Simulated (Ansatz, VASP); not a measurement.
**One calculation of GaP, two programs**

Contents of INCAR:

```
SYSTEM = GaP
ALGO = Normal ; EDIFF = 1E-7
ENCUT = 520 ; GGA = PE
ISIF = 2 ; ISMEAR = 0
LASPH = .TRUE. ; LCHARG = .FALSE.
LREAL = .FALSE. ; LWAVE = .FALSE.
NBANDS = 16 ; NELM = 80
PREC = Accurate ; SIGMA = 0.05
```

KPOINTS

```
k-points
0
G
  8 8 8
  0 0 0
```

POSCAR

```
GaP
1.0
    0.0000000000      2.6162400000      2.9432700000
    2.6162400000      0.0000000000      2.9432700000
    2.6162400000      2.6162400000      0.0000000000
Ga P
1 1
Direct
    0.0000000000      0.0000000000      0.0000000000
    0.7500000000      0.7500000000      0.7500000000
```

Input for Ansatz:

```yaml
crystal:
  lattice:
    - [0.0, 2.61624, 2.94327]
    - [2.61624, 0.0, 2.94327]
    - [2.61624, 2.61624, 0.0]
  atoms:
    - { symbol: Ga, position: [0.0, 0.0, 0.0] }
    - { symbol: P, position: [0.75, 0.75, 0.75] }
basis:
  ecutwfc: 420
kpoints:
  mp_grid: { grid: [8, 8, 8] }
hamiltonian:
  xc: pbe
scf:
  occupations: { method: gaussian, width: 0.05 }
output:
  forces: true
  stress: true
  eigenvalues: true
  write_density: true
  write_potential: true
  elf: true
  volumetric_format: npy
```

Change from the starting cell: strain -0.040 along x and y, +0.080 along z, atoms carried along.

Alike in both runs: task single point; functional PBE; k mesh 8 × 8 × 8; occupations gaussian, width 0.05 eV; no spin polarisation.

```csv
,VASP,Ansatz
version,VASP 6.6.1,Ansatz 0.2.0
potentials or method,"VASP PAW PBE potentials, release 64 (Ga_d, P), cutoff 520 eV","scalar-relativistic, plane waves, PAW"
valence electrons in the cell,18,18
```

Ansatz gave:

* gap on the k mesh at the Fermi level (eV): 1.05
* least direct gap on the mesh (eV): 1.46
* pressure (GPa): 2.7
* traceless stress, the component that is largest in VASP (GPa): -7.03

Task: Which values does VASP return?

Result: gap on the k mesh at the Fermi level (eV): 1.05; least direct gap on the mesh (eV): 1.46; pressure (GPa): 2.6; traceless stress, the component that is largest in VASP (GPa): -7.04.
